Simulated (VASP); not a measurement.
# Hg (P6/mmm) in VASP: notebook, part 2 of 3

VASP 6.6.1.

**3. Relaxation of cell and atoms, PBEsol, target pressure 230 GPa, at which the enthalpy is minimised**

This run uses another cell than the first one: it holds 1 atom, not 3.

Input file INCAR:

```
SYSTEM = Hg
PREC     = Accurate       ! precision mode
ENCUT    = 600            ! plane-wave cutoff, eV
EDIFF    = 1E-6           ! SCF threshold, eV
ISMEAR   = -1             ! smearing method
SIGMA    = 0.05           ! smearing width, eV
LREAL    = .FALSE.        ! projectors in reciprocal space
LASPH    = .TRUE.         ! aspherical terms in the spheres
NELM     = 60             ! most SCF steps
ALGO     = Normal         ! electronic algorithm
ISIF     = 3              ! what is computed and relaxed
LWAVE    = .FALSE.        ! write WAVECAR
LCHARG   = .FALSE.        ! write CHGCAR
GGA      = PS             ! functional
IBRION   = 2              ! ionic algorithm
NSW      = 60             ! ionic steps
EDIFFG   = -0.005         ! ionic threshold
PSTRESS  = 2300.0
```

Input file KPOINTS:

```
Automatic mesh
0
G
  18 18 16
  0 0 0
```

Input file POSCAR:

```
Hg
1.0
    2.4656861886      0.0000000000      0.0000000000
   -1.2328430943      2.1353468771      0.0000000000
    0.0000000000      0.0000000000      2.3177450173
Hg
1
Direct
    0.0000000000      0.0000000000      0.0000000000
```

Potentials or basis: VASP PAW PBE potentials, release 64 (Hg).

Run with:

```
cat potpaw_PBE.64/Hg/POTCAR > POTCAR
mpirun -np 1 vasp_std > vasp.out
```

OUTCAR:

```text
SYSTEM = Hg
   PREC = Accurate
   ENCUT = 600
   EDIFF = 1E-6
   ISMEAR = -1
   LREAL = .FALSE.
   LASPH = .TRUE.
   NELM = 60
   ISIF = 3
   GGA = PS
   IBRION = 2
   NSW = 60
   EDIFFG = -0.005
   PSTRESS = 2300.0

 ion  position               nearest neighbor table
   1  0.000  0.000  0.000-

  LATTYP: Found a hexagonal cell.
 ALAT       =     2.4656861886
 C/A-ratio  =     0.9400000000

  Lattice vectors:

 A1 = (   2.4656861886,   0.0000000000,   0.0000000000)
 A2 = (  -1.2328430943,   2.1353468771,   0.0000000000)
 A3 = (   0.0000000000,   0.0000000000,   2.3177450173)

Analysis of symmetry for initial positions (statically):
=====================================================================
 Subroutine PRICEL returns:
 Original cell was already a primitive cell.

 Routine SETGRP: Setting up the symmetry group for a
 hexagonal supercell.

 Subroutine GETGRP returns: Found 24 space group operations
 (whereof 24 operations were pure point group operations)
 out of a pool of 24 trial point group operations.

The static configuration has the point symmetry D_6h.

Analysis of symmetry for dynamics (positions and initial velocities):
=====================================================================
 Subroutine PRICEL returns:
 Original cell was already a primitive cell.

 Routine SETGRP: Setting up the symmetry group for a
 hexagonal supercell.

 Subroutine GETGRP returns: Found 24 space group operations
 (whereof 24 operations were pure point group operations)
 out of a pool of 24 trial point group operations.

The dynamic configuration has the point symmetry D_6h.

 Subroutine INISYM returns: Found 24 space group operations
 (whereof 24 operations are pure point group operations),
 and found     1 'primitive' translations

----------------------------------------------------------------------------------------

[... 127 lines left out ...]
   NGX =  9   NGY =  9   NGZ =  9

--------------------------------------- Ionic step        1  -------------------------------------------

 number of electron      11.9999998 magnetization

 Free energy of the ion-electron system (eV)
  ---------------------------------------------------
  ext. energy  EPLUGINS =         0.00000000
  ---------------------------------------------------
  free energy    TOTEN  =         4.40486794 eV

  energy without entropy =        4.40817290  energy(sigma->0) =        4.40652042

------------------------ aborting loop because EDIFF is reached ----------------------------------------

  FORCE on cell =-STRESS in cart. coord.  units (eV):
  Direction    XX          YY          ZZ          XY          YZ          ZX
  --------------------------------------------------------------------------------------
  -------------------------------------------------------------------------------------
  Total       20.3485442     20.3485442     23.2101984      0.0000000      0.0000000     -0.0000000
  in kB     2671.6036783   2671.6036784   3047.3163565      0.0000000      0.0000000     -0.0000000
  external PRESSURE =     496.8412377 kB  Pullay stress =    2300.0000000 kB
[... 24 lines left out ...]
--------------------------------------- Ionic step        2  -------------------------------------------

 number of electron      12.0000001 magnetization

 E-fermi :   4.2734     XC(G=0): -11.8740

 val. band max:        4.2269362943   @ k =   0.4444   0.0556   0.1250
 cond. band min:       4.2751407882   @ k =   0.3889   0.2222   0.0000
 fundamental gap:      0.0482044939
 Fermi energy:         4.2733907233

 k-point     1 :       0.0000    0.0000    0.0000
  band No.  band energies     occupation
      1      -6.8708      2.00000
      2      -5.0221      2.00000
      3      -3.8759      2.00000
      4      -3.8759      2.00000
      5      -2.0057      2.00000
      6      -2.0057      2.00000
      7      12.4953      0.00000
      8      18.5555      0.00000
      9      19.0056      0.00000
     10      21.6868      0.00000
[... 368 lines left out ...]
  energy  without entropy=        3.1431640499  energy(sigma->0) =        3.14169905

  enthalpy is  TOTEN    =        21.8369083012 eV   P V=       18.6966742536

[... ionic steps 4 to 7 ...]

--------------------------------------- Ionic step        8  -------------------------------------------

 number of electron      12.0000000 magnetization

------------------------ aborting loop because EDIFF is reached ----------------------------------------
[... 69 lines left out ...]
--------------------------------------- Ionic step       10  -------------------------------------------

 number of electron      12.0000000 magnetization

 Free energy of the ion-electron system (eV)
  ---------------------------------------------------
  ext. energy  EPLUGINS =         0.00000000
  ---------------------------------------------------
  free energy    TOTEN  =         3.50366048 eV

  energy without entropy =        3.50592605  energy(sigma->0) =        3.50479326

 E-fermi :  11.1024     XC(G=0): -14.6160

 val. band max:       11.0597595377   @ k =   0.2222   0.0000   0.4375
 cond. band min:      11.1218331560   @ k =   0.5000   0.0000   0.1875
 fundamental gap:      0.0620736184
 Fermi energy:        11.1023758224

 k-point     1 :       0.0000    0.0000    0.0000
  band No.  band energies     occupation
      1      -6.2538      2.00000
      2      -3.9705      2.00000
      3      -0.7778      2.00000
      4      -0.7778      2.00000
      5       3.5043      2.00000
      6       3.5043      2.00000
      7      22.7937      0.00000
      8      24.1961      0.00000
      9      30.8373      0.00000
     10      31.4233      0.00000
[... 331 lines left out ...]
  energy  without entropy=        3.5059260462  energy(sigma->0) =        3.50479326

  enthalpy is  TOTEN    =        21.8151142032 eV   P V=       18.3114537257

 reached required accuracy - stopping structural energy minimisation
```

OSZICAR:

```text
N       E                     dE             d eps       ncg     rms          rms(c)
DAV:   1     0.803497806190E+02    0.80350E+02   -0.82749E+03  7132   0.146E+03
DAV:   2     0.496777113936E+01   -0.75382E+02   -0.72952E+02  6876   0.295E+02
DAV:   3     0.423405540251E+01   -0.73372E+00   -0.73284E+00  7720   0.329E+01
[... 77 lines left out ...]
DAV:   1     0.350183941095E+01    0.69270E-01   -0.42157E-02  7148   0.295E+00    0.399E-01
DAV:   2     0.350341923411E+01    0.15798E-02   -0.32629E-03  7144   0.869E-01    0.234E-01
DAV:   3     0.350364920152E+01    0.22997E-03   -0.64836E-04  7344   0.346E-01    0.114E-01
DAV:   4     0.350366042068E+01    0.11219E-04   -0.34645E-05  7022   0.749E-02    0.700E-03
DAV:   5     0.350366047747E+01    0.56787E-07   -0.62106E-07  3890   0.880E-03
  10 F= 0.21815114E+02 E0= 0.21816247E+02  d E =-.135547E-04
```

Wall time 97 s (1 thread of Intel Xeon 6975P-C (Granite Rapids), shared host); peak memory 0.19 GiB.

Results:

| Quantity | Value |
| --- | --- |
| Free energy | 3.5037 eV |
| Relaxed volume | 12.76 Å³/atom |
| Relaxed cell | a = 2.480 Å, b = 2.480 Å, c = 2.395 Å, α = 90.00°, β = 90.00°, γ = 120.00° |
| Space group after relaxing (to 0.05 Å) | P6/mmm (No. 191) |
| Energy change on relaxing (the enthalpy is what falls) | -901.2 meV/atom |
| Ionic steps | 10 |
| Pressure after relaxing | 230.0 GPa |
| Band gap on the k mesh | zero (band 6 reaches 14.81 eV, above the bottom of band 7 at 9.28 eV) |

The path:
```csv
step,energy change (eV),largest force (eV/Å),pressure (GPa),volume (Å³)
1,0.0000,0.0000,279.68,12.20
2,-4.7104,0.0000,19.23,20.09
3,-1.2646,0.0000,209.44,13.02
4,-0.9677,0.0000,225.88,12.81
5,-0.9485,0.0000,226.95,12.79
6,-0.5980,0.0000,246.50,12.60
7,-0.8880,0.0000,230.75,12.75
8,-0.8906,0.0000,230.58,12.75
9,-0.9723,0.0000,226.01,12.81
10,-0.9012,0.0000,229.98,12.76
```

Final structure:
```
Hg
1.0
     2.47979    0.00000    0.00000
    -1.23989    2.14756    0.00000
     0.00000    0.00000    2.39522
Hg
1
Direct
  0.00000 0.00000 0.00000
```

Levels at points of the mesh, in eV from the Fermi level:
```csv
k point,band 2,band 3,band 4,band 5,band 6,band 7,band 8,band 9,band 10
"(0.00, 0.00, 0.00)",-15.07,-11.88,-11.88,-7.60,-7.60,11.69,13.09,19.73,20.32
"(0.50, 0.00, 0.00)",-13.89,-10.39,-8.21,-7.04,-6.38,-0.10,10.10,16.24,19.03
"(0.00, 0.00, 0.50)",-11.37,-11.37,-9.96,-9.96,-7.65,-1.82,16.99,20.58,20.58
"(0.50, 0.00, 0.50)",-14.41,-10.97,-6.82,-5.95,-0.09,0.41,7.71,11.18,14.47
```

Caveat: the cell is relaxed towards a set pressure, so the enthalpy falls and the energy may rise; the PAW data sets were made with another functional, which shifts forces and pressure a little; spin-orbit coupling is left out, which moves the levels of the heavy elements.

(Continued in part 3 of 3.)
